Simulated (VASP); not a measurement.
Here is a VASP 6.6.1 calculation.

Contents of POSCAR:

```
CdS
1.0
    0.0000000000      2.9392148426      2.9392148426
    3.0323879531      0.0000000000      2.9392148426
    3.0323879531      2.9392148426      0.0000000000
Cd S
1 1
Direct
    0.0000000000      0.0000000000      0.0000000000
    0.2500000000      0.2500000000      0.2500000000
```

Contents of INCAR.step1:

```
SYSTEM = CdS
ALGO = Normal ; EDIFF = 1E-4
ENCUT = 520 ; GGA = PE
ISMEAR = 0 ; LASPH = .TRUE.
LCHARG = .FALSE. ; LREAL = .FALSE.
LWAVE = .TRUE. ; NBANDS = 16
NELM = 100 ; PREC = Accurate
SIGMA = 0.01
```

The input INCAR.step2:

```
SYSTEM = CdS
ALGO = Normal ; EDIFF = 1E-7
ENCUT = 520 ; ISIF = 2
ISMEAR = 0 ; ISTART = 1
LASPH = .TRUE. ; LCHARG = .FALSE.
LMIXTAU = .TRUE. ; LREAL = .FALSE.
LWAVE = .FALSE. ; METAGGA = R2SCAN
NBANDS = 16 ; NELM = 100
PREC = Accurate ; SIGMA = 0.01
```

Contents of KPOINTS:

```
k-points
0
G
  8 8 8
  0 0 0
```

Potentials or basis: VASP PAW PBE potentials, release 64 (Cd, S).

Launch:

```bash
$ cat potpaw_PBE.64/Cd/POTCAR potpaw_PBE.64/S/POTCAR > POTCAR
$ cp INCAR.step1 INCAR
$ mpirun -np 1 vasp_std > vasp.out
$ cp INCAR.step2 INCAR
$ mpirun -np 1 vasp_std > vasp.out
```

Question: Predict the pressure.

Answer: -1.5 GPa.

Question: What does it give for the band gap on the k mesh?

Answer: 1.43 eV, direct.

Stress tensor (GPa, compression positive):
```
-1.99  0.00  0.00
 0.00 -1.31  0.00
 0.00  0.00 -1.31
```

Caveat: the cell differs from its parent crystal (uniaxial x strain +3.2%); the PAW data sets were made with another functional, which shifts forces and pressure a little.
